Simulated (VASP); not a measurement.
# Al2Ru (I4/mmm) in VASP: a series of runs

Al2Ru is run at these levels: PBEsol; tasks: single point.

Everything below comes from runs of VASP 6.6.1. Logs are shortened: lines on timing, memory, paths and dates and some standing lists are left out, and cuts for length are marked.

## Step 1: The cell of the first run

Symmetry: I4/mmm, No. 139, tetragonal system. The conventional cell has a = 3.032 Å, b = 3.032 Å, c = 8.181 Å, α = 90.00°, β = 90.00°, γ = 90.00°. Al (site symmetry 4mm) has 5 Ru at 2.51 to 2.79 Å and 9 Al at 2.60 to 3.03 Å within 3.3 Å. Within 3.3 Å of Ru (site symmetry 4/mmm) lie 10 Al at 2.51 to 2.79 Å and 4 Ru at 3.03 Å.

## Step 2: Single point, PBEsol, collinear spin, ferromagnetic start (12.54 Å³/atom)

File INCAR:

```
PREC = Accurate
ENCUT = 520
EDIFF = 1E-6
ISMEAR = 0
SIGMA = 0.15
LREAL = False
LASPH = True
NELM = 150
ALGO = Normal
ISIF = 2
LWAVE = False
LCHARG = True
ISPIN = 2
MAGMOM = 0 0 0.375
LORBIT = 11
NUPDOWN = 0.375
LMAXMIX = 4
GGA = PS
LVHAR = True
NBANDS = 21
KPAR = 4
```

File KPOINTS:

```
Automatic mesh
0
Gamma
  20 20 20
```

File POSCAR:

```
Al2Ru
1.0
   -1.5160409298      1.5160409298      4.0907071886
    1.5160409298     -1.5160409298      4.0907071886
    1.5160409298      1.5160409298     -4.0907071886
Al Ru
2 1
Direct
    0.6590805105      0.6590805105      0.0000000000
    0.3409194895      0.3409194895      0.0000000000
    0.0000000000      0.0000000000      0.0000000000
```

Potentials or basis: VASP PAW PBE potentials, release 64 (Al, Ru_pv).

Started as:

```
> cat potpaw_PBE.64/Al/POTCAR potpaw_PBE.64/Ru_pv/POTCAR > POTCAR
> mpirun -np 4 vasp_std > vasp.out
```

OUTCAR:

```text
PREC = Accurate
   ENCUT = 520
   EDIFF = 1E-6
   ISMEAR = 0
   LREAL = False
   LASPH = True
   NELM = 150
   ISIF = 2
   ISPIN = 2
   LORBIT = 11
   NUPDOWN = 0.375
   GGA = PS

 ion  position               nearest neighbor table
   1  0.659  0.659  0.000-   3 2.51   3 2.51   3 2.51   3 2.51   2 2.60   2 2.61   2 2.61   2 2.61
                             2 2.61   3 2.79
   2  0.341  0.341  0.000-   3 2.51   3 2.51   3 2.51   3 2.51   1 2.60   1 2.61   1 2.61   1 2.61
                             1 2.61   3 2.79
   3  0.000  0.000  0.000-   1 2.51   1 2.51   2 2.51   1 2.51   2 2.51   2 2.51   1 2.51   2 2.51
                             1 2.79   2 2.79

  LATTYP: Found a body centered tetragonal cell.
 ALAT       =     3.0320818596
 C/A-ratio  =     2.6982828156

  Lattice vectors:

 A1 = (  -1.5160409298,   1.5160409298,   4.0907071886)
 A2 = (   1.5160409298,  -1.5160409298,   4.0907071886)
 A3 = (   1.5160409298,   1.5160409298,  -4.0907071886)

Analysis of symmetry for initial positions (statically):
=====================================================================
 Subroutine PRICEL returns:
 Original cell was already a primitive cell.

 Routine SETGRP: Setting up the symmetry group for a
 body centered tetragonal supercell.

 Subroutine GETGRP returns: Found 16 space group operations
 (whereof 16 operations were pure point group operations)
 out of a pool of 16 trial point group operations.

The static configuration has the point symmetry D_4h.

Analysis of symmetry for dynamics (positions and initial velocities):
=====================================================================
 Subroutine PRICEL returns:
 Original cell was already a primitive cell.

 Routine SETGRP: Setting up the symmetry group for a
 body centered tetragonal supercell.

 Subroutine GETGRP returns: Found 16 space group operations
 (whereof 16 operations were pure point group operations)
 out of a pool of 16 trial point group operations.

The dynamic configuration has the point symmetry D_4h.

Analysis of structural, dynamic, and magnetic symmetry:
=====================================================================
 Subroutine PRICEL returns:
 Original cell was already a primitive cell.

 Routine SETGRP: Setting up the symmetry group for a
 body centered tetragonal supercell.

 Subroutine GETGRP returns: Found 16 space group operations
 (whereof 16 operations were pure point group operations)
 out of a pool of 16 trial point group operations.

The overall configuration has the point symmetry D_4h.

 Subroutine INISYM returns: Found 16 space group operations
 (whereof 16 operations are pure point group operations),
 and found     1 'primitive' translations

----------------------------------------------------------------------------------------

                                     Primitive cell

  volume of cell :      37.6080

  direct lattice vectors                    reciprocal lattice vectors
    -1.516040930  1.516040930  4.090707189     0.000000000  0.329806399  0.122228255
     1.516040930 -1.516040930  4.090707189     0.329806399  0.000000000  0.122228255
     1.516040930  1.516040930 -4.090707189     0.329806399  0.329806399  0.000000000

  length of vectors
     4.618511178  4.618511178  4.618511178     0.351727177  0.351727177  0.466416683

  position of ions in fractional coordinates (direct lattice)
     0.659080510  0.659080510  0.000000000
     0.340919490  0.340919490  0.000000000
     0.000000000  0.000000000  0.000000000

  ion indices of the primitive-cell ions
   primitive index   ion index
                 1           1
                 2           2
                 3           3

----------------------------------------------------------------------------------------

 KPOINTS: Automatic mesh

Automatic generation of k-mesh.
 Grid dimensions read from file:
 generate k-points for:   20   20   20

 Generating k-lattice:

  Cartesian coordinates                     Fractional coordinates (reciprocal lattice)
     0.000000000  0.016490320  0.006111413     0.050000000  0.000000000  0.000000000
     0.016490320  0.000000000  0.006111413     0.000000000  0.050000000  0.000000000
     0.016490320  0.016490320  0.000000000     0.000000000  0.000000000  0.050000000

  Length of vectors
     0.017586359  0.017586359  0.023320834

  Shift w.r.t. Gamma in fractional coordinates (k-lattice)
     0.000000000  0.000000000  0.000000000

 Subroutine IBZKPT returns following result:
 ===========================================

 Found    641 irreducible k-points:

 Following reciprocal coordinates:
            Coordinates               Weight
  0.000000  0.000000  0.000000      1.000000
  0.050000 -0.000000  0.000000      8.000000
  0.100000  0.000000 -0.000000      8.000000
  0.150000 -0.000000  0.000000      8.000000
  0.200000  0.000000 -0.000000      8.000000
  0.250000 -0.000000  0.000000      8.000000
[... 16 lines left out ...]
 -0.400000  0.050000 -0.000000     16.000000
 -0.350000  0.050000  0.000000     16.000000
 [... further k-points ...]
   k-points           NKPTS =    641   k-points in BZ     NKDIM =    641   number of bands    NBANDS=     21
   number of dos      NEDOS =    301   number of ions     NIONS =      3
   total plane-waves  NPLWV =  46656
   dimension x,y,z NGX =    36 NGY =   36 NGZ =   36
   dimension x,y,z NGXF=    72 NGYF=   72 NGZF=   72
   ions per type =               2   1
   NGX,Y,Z   is equivalent  to a cutoff of  12.96, 12.96, 12.96 a.u.
   NGXF,Y,Z  is equivalent  to a cutoff of  25.92, 25.92, 25.92 a.u.
 SYSTEM =  unknown system
   PREC   = accura    normal or accurate (medium, high low for compatibility)
   ISTART =      0    job   : 0-new  1-cont  2-samecut
   ICHARG =      2    charge: 1-file 2-atom 10-const
   ISPIN  =      2    spin polarized calculation?
   LNONCOLLINEAR =      F non collinear calculations
   LSORBIT =      F    spin-orbit coupling
   LASPH  =      T    aspherical Exc in radial PAW
   ENCUT  =  520.0 eV  38.22 Ry    6.18 a.u.   8.59  8.59  8.59*2*pi/ulx,y,z
   NELM   =    150;   NELMIN=  2; NELMDL= -5     # of ELM steps
   EDIFF  = 0.1E-05   stopping-criterion for ELM
   LREAL  =      F    real-space projection
   EDIFFG = 0.1E-04   stopping-criterion for IOM
   NSW    =      0    number of steps for IOM
   IBRION =     -1    ionic relax: 0-MD 1-quasi-New 2-CG
   NFREE  =      0    steps in history (QN), initial steepest desc. (CG)
   ISIF   =      2    stress and relaxation
   ISYM   =      2    0-nonsym 1-usesym 2-fastsym
   POTIM  = 0.5000    time-step for ionic-motion
   TEBEG  =    0.0;   TEEND  =   0.0 temperature during run
   PSTRESS=    0.0 pullay stress
   NELECT =      20.0000    total number of electrons
   NUPDOWN=       0.3750    fix difference up-down
   EMIN   =  10.00;   EMAX   =-10.00  energy-range for DOS
   EFERMI =   0.00;   METHOD = LEGACY
   ISMEAR =     0;   SIGMA  =   0.15  broadening in eV -4-tet -1-fermi 0-gaus
   EFERMI_NEDOS =   21; number of points for ismear=-14 and -15
   IALGO  =     38    algorithm
   IMIX   =      4    mixing-type and parameters
     AMIX     =   0.40;   BMIX     =  1.00
     AMIX_MAG =   1.60;   BMIX_MAG =  1.00
  volume/ion in A,a.u.               =      12.54        84.60
  Fermi-wavevector in a.u.,A,eV,Ry     =   1.326350  2.506438 23.935421  1.759204
  Thomas-Fermi vector in A             =   2.455743
   LORBIT       =     11    0 simple, 1 ext, 2 COOP (PROOUT), +10 PAW based schemes
   GGA     = PS    functional components
   LHFCALC =     F    Hartree Fock is set to
   AEXX    =    0.0000 exact exchange contribution
   IVDW    =     0    specifies the selected vdW correction
   LEPSILON=     F    determine dielectric tensor
   LRPA    =     F    only Hartree local field effects (RPA)
 spin polarized calculation
 Gauss-broadening in eV      SIGMA  =   0.15
  energy-cutoff  :      520.00
  volume of cell :       37.61
 maximum number of plane-waves:      1027
   NGX = 17   NGY = 17   NGZ = 17

 number of electron      20.0000000 magnetization       0.3750000

 Free energy of the ion-electron system (eV)
  ---------------------------------------------------
  ext. energy  EPLUGINS =         0.00000000
  ---------------------------------------------------
  free energy    TOTEN  =       -19.99747902 eV

  energy without entropy =      -19.98505764  energy(sigma->0) =      -19.99126833

 E-fermi :  11.1090     XC(G=0): -12.4423

 val. band max:       12.2672836800   @ k =  -0.3000   0.4000   0.1500
 cond. band min:      11.1096165253   @ k =  -0.2500   0.2500   0.1000
 fundamental gap:     -1.1576671547
 Fermi energy:        12.2678319169

 spin component 1

 k-point     1 :       0.0000    0.0000    0.0000
  band No.  band energies     occupation
      1     -30.7740      1.00000
      2     -30.7740      1.00000
      3     -30.7721      1.00000
      4       0.1635      1.00000
      5       5.8000      1.00000
      6       7.4924      1.00000
[... 550 lines left out ...]
      5       6.1263      1.00000
      6       7.1780      1.00000
[... 13 lines left out ...]
     20      25.2069      0.00000
     21      26.4642      0.00000

 [... further k-points ...]

 spin component 2

 k-point     1 :       0.0000    0.0000    0.0000
  band No.  band energies     occupation
      1     -30.6736      1.00000
      2     -30.6231      1.00000
      3     -30.6231      1.00000
      4       0.2854      1.00000
      5       5.9193      1.00000
      6       7.6857      1.00000
[... 550 lines left out ...]
      5       6.2288      1.00000
      6       7.3289      1.00000
[... 13 lines left out ...]
     20      25.3082      0.00000
     21      26.6037      0.00000

 [... further k-points ...]

------------------------ aborting loop because EDIFF is reached ----------------------------------------

  FORCE on cell =-STRESS in cart. coord.  units (eV):
  Direction    XX          YY          ZZ          XY          YZ          ZX
  --------------------------------------------------------------------------------------
  -------------------------------------------------------------------------------------
  Total        4.8400766      4.8400766      4.3812277      0.0000000      0.0000000     -0.0000000
  in kB      206.1971111    206.1971111    186.6492154      0.0000000      0.0000000     -0.0000000
  external PRESSURE =     199.6811459 kB  Pullay stress =       0.0000000 kB

 VOLUME and BASIS-vectors are now :
 -----------------------------------------------------------------------------
  energy-cutoff  :      520.00
  volume of cell :       37.61
      direct lattice vectors                 reciprocal lattice vectors
    -1.516040930  1.516040930  4.090707189     0.000000000  0.329806399  0.122228255
     1.516040930 -1.516040930  4.090707189     0.329806399  0.000000000  0.122228255
     1.516040930  1.516040930 -4.090707189     0.329806399  0.329806399  0.000000000

 POSITION                                       TOTAL-FORCE (eV/Angst)
 -----------------------------------------------------------------------------------
      0.00000      0.00000      5.39221        -0.000000     -0.000000      0.166247
      0.00000      0.00000      2.78920         0.000000      0.000000     -0.166247
      0.00000      0.00000      0.00000        -0.000000     -0.000000     -0.000000
 -----------------------------------------------------------------------------------
    total drift:                                0.000000     -0.000000      0.000000

  FREE ENERGIE OF THE ION-ELECTRON SYSTEM (eV)
  ---------------------------------------------------
  free  energy   TOTEN  =       -19.9974790188 eV

  energy  without entropy=      -19.9850576356  energy(sigma->0) =      -19.99126833

 total charge

# of ion       s       p       d       tot
------------------------------------------
    1        0.411   0.455   0.000   0.866
    2        0.411   0.455   0.000   0.866
    3        0.360   6.323   6.296  12.978
--------------------------------------------------
tot          1.182   7.233   6.296  14.710

 magnetization (x)

# of ion       s       p       d       tot
------------------------------------------
    1        0.006   0.017   0.000   0.024
    2        0.006   0.017   0.000   0.024
    3        0.002   0.019   0.163   0.184
--------------------------------------------------
tot          0.015   0.054   0.163   0.232
```

It took 8.8 min on 4 MPI ranks of Intel Xeon Platinum 8259CL at 2.50GHz (Skylake/Cascade Lake), shared host; peak memory 0.8 GiB.

Results:

| Property | Result |
| --- | --- |
| Free energy | -19.9975 eV |
| Pressure | 20.0 GPa |
| Largest force | 0.166 eV/Å |
| Net moment | 0.38 μB per cell |
| Site moments | Al +0.02; Ru +0.18 μB |
| Valence electrons inside the program's atomic spheres | Al 0.87; Ru 12.98 |

Forces in eV/Å, atoms in the order of the input:
```
Al   0.000  0.000  0.166
Al   0.000  0.000 -0.166
Ru   0.000  0.000  0.000
```

Stress tensor (GPa, compression positive):
```
20.62  0.00  0.00
 0.00 20.62  0.00
 0.00  0.00 18.66
```

Caveat: the cell stands under pressure; the PAW data sets were made with another functional, which shifts forces and pressure a little; the total moment is fixed, so each spin has its own Fermi level and the state may be an excited one.

## Step 3: Single point, PBEsol, collinear spin, ferromagnetic start (12.54 Å³/atom)

File INCAR:

```
PREC = Accurate
ENCUT = 520
EDIFF = 1E-6
ISMEAR = 0
SIGMA = 0.15
LREAL = F
LASPH = T
NELM = 150
ALGO = Normal
ISIF = 2
LWAVE = F
LCHARG = F
ISPIN = 2
MAGMOM = 0 0 0.562
LORBIT = 11
NUPDOWN = 0.5625
LMAXMIX = 4
GGA = PS
NBANDS = 21
KPAR = 4
```

File KPOINTS:

```
regular mesh
0
Gamma
  20 20 20
```

POSCAR is that of step 2.

Potentials or basis: VASP PAW PBE potentials, release 64 (Al, Ru_pv).

Started as:

```
> cat potpaw_PBE.64/Al/POTCAR potpaw_PBE.64/Ru_pv/POTCAR > POTCAR
> mpirun -np 4 vasp_std > vasp.out
```

Wall time 3.7 min (4 MPI ranks of Intel Xeon Platinum 8488C (Sapphire Rapids), shared host); peak memory 0.81 GiB.

The run converged. Its results:

```yaml
Free_energy: -19.8749 eV
Pressure: 20.6 GPa
Largest_force: 0.121 eV/Å
Net_moment: 0.56 μB per cell
Site_moments: Al +0.03; Ru +0.30 μB
Valence_electrons_inside_the_program's_atomic_spheres: Al 0.87; Ru 12.99
```

Forces in eV/Å, atoms in the order of the input:
```
Al   0.000  0.000  0.121
Al   0.000  0.000 -0.121
Ru   0.000  0.000  0.000
```

Stress tensor (GPa, compression positive):
```
21.65  0.00  0.00
 0.00 21.65  0.00
 0.00  0.00 18.50
```

Caveat: the cell stands under pressure; the PAW data sets were made with another functional, which shifts forces and pressure a little; the total moment is fixed, so each spin has its own Fermi level and the state may be an excited one.

(Continued in part 2 of 2.)
